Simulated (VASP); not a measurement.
The system is HfO2.

```
CELL_PARAMETERS angstrom
0.00000 2.52918 2.52918
2.52918 0.00000 2.52918
2.52918 2.52918 0.00000
ATOMIC_POSITIONS crystal
Hf 0.00000 0.00000 0.00000
O 0.25000 0.25000 0.25000
O 0.75000 0.75000 0.75000
```

Base run:

```yaml
Program: VASP 6.6.1
Functional: PBE
Potentials_or_basis: VASP PAW PBE potentials, release 64 (Hf_pv, O)
Cutoff: 600 eV
k_mesh: 6 × 6 × 6
Occupations: gaussian, width 0.5 eV
Spin: no spin polarisation
```

Its results: band gap on the k mesh 3.82 eV, direct; pressure 1.9 GPa.

Q: The run is repeated on the same cell with these changes: k mesh from 6 × 6 × 6 to 2 × 2 × 2; occupations from gaussian, width 0.5 eV to gaussian, width 0.01 eV. What comes out?

A: Band gap on the k mesh 3.62 eV, direct; pressure 6.0 GPa.

Caveats: some runs use coarse meshes; spin-orbit coupling is left out, which moves the levels of the heavy elements.

A k mesh can miss the band edges.
